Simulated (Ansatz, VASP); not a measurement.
# SiC in VASP and in Ansatz

```xyz
2
Lattice="0.0000 2.1414 2.1740 2.1740 0.0000 2.1740 2.1740 2.1414 0.0000" Properties=species:S:1:pos:R:3 pbc="T T T"
Si    0.0000    0.0000    0.0000
C     3.2610    3.2121    3.2610
```

Change from the starting cell: strain -0.0150 x Voigt [0, 1, 0, 0, 0, 0], atoms carried along.

Alike in both runs: task single point; functional r2SCAN; k mesh 12 × 12 × 12; occupations gaussian, width 0.05 eV; no spin polarisation.

```csv
,VASP,Ansatz
version,VASP 6.6.1,Ansatz 0.2.0
potentials or method,"VASP PAW PBE potentials, release 64 (Si, C), cutoff 520 eV","scalar-relativistic, plane waves, PAW"
valence electrons in the cell,8,8
```

|  | VASP | Ansatz | Ansatz less VASP |
| --- | --- | --- | --- |
| gap on the k mesh at the Fermi level (eV) | 1.55 | 1.53 | -0.011 |
| least direct gap on the mesh (eV) | 5.07 | 5.05 | -0.013 |
| pressure (GPa) | 4.7 | 4.9 | +0.20 |
| traceless stress, the component that is largest in VASP (GPa) | 2.75 | 2.74 | -0.013 |

VASP's potentials were made for PBE, not for r2SCAN. With one functional, cell and mesh, what is left measures potentials, basis and numerics.
